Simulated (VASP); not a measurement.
The system is CdF2.

```
Cd F
1.0
     0.00000    2.69400    2.69400
     2.69400    0.00000    2.69400
     2.69400    2.69400    0.00000
Cd F
1 2
Direct
  0.00000 0.00000 0.00000
  0.25000 0.25000 0.25000
  0.75000 0.75000 0.75000
```

Base run:

* Program: VASP 6.6.1
* Functional: RPBE
* Dispersion: D3(BJ)
* Potentials or basis: VASP PAW PBE potentials, release 64 (Cd, F)
* Cutoff: 520 eV
* k mesh: 8 × 8 × 8
* Occupations: methfessel-paxton, width 0.02 eV
* Spin: no spin polarisation

Its results: band gap on the k mesh 3.27 eV, indirect (least direct gap 3.78 eV); pressure 1.3 GPa.

Q: The run is repeated on the same cell with these changes: functional from RPBE to PBE; occupations from methfessel-paxton, width 0.02 eV to gaussian, width 0.02 eV. What comes out?

A: Band gap on the k mesh 3.07 eV, indirect (least direct gap 3.57 eV); pressure 4.1 GPa.

Caveats: the PAW data sets were made with another functional, which shifts forces and pressure a little (some runs).

A k mesh can miss the band edges.
